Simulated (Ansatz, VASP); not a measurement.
## SiC in VASP and in Ansatz

```
Si C
1.0
     3.07600    0.00769    0.00000
    -1.53134    2.66005    0.00000
     0.00000    0.00000    5.04800
Si C
2 2
Cartesian
  0.0044 1.7759 0.0000
  1.5402 0.8918 2.5240
  0.0044 1.7759 1.9435
  1.5402 0.8918 4.4675
```

Change from the starting cell: strain +0.0050 x Voigt [0, 0, 0, 0, 0, 1], atoms carried along.

Alike in both runs: task single point; functional PBE; k mesh 12 × 12 × 6; occupations gaussian, width 0.05 eV; no spin polarisation.

|  | VASP | Ansatz |
| --- | --- | --- |
| version | VASP 6.6.1 | Ansatz 0.2.0 |
| potentials or method | VASP PAW PBE potentials, release 64 (Si, C), cutoff 520 eV | scalar-relativistic, plane waves, PAW |
| valence electrons in the cell | 16 | 16 |

VASP gave:

* gap on the k mesh at the Fermi level (eV): 2.32
* least direct gap on the mesh (eV): 4.05
* pressure (GPa): 3.6
* traceless stress, the component that is largest in VASP (GPa): -3.23
* rms of the force components (eV/Å): 0.436

Estimate Ansatz's values.

gap on the k mesh at the Fermi level (eV): 2.33; least direct gap on the mesh (eV): 4.06; pressure (GPa): 3.7; traceless stress, the component that is largest in VASP (GPa): -3.25; rms of the force components (eV/Å): 0.436.

Atom by atom the forces differ by 0.000 eV/Å (rms over components).
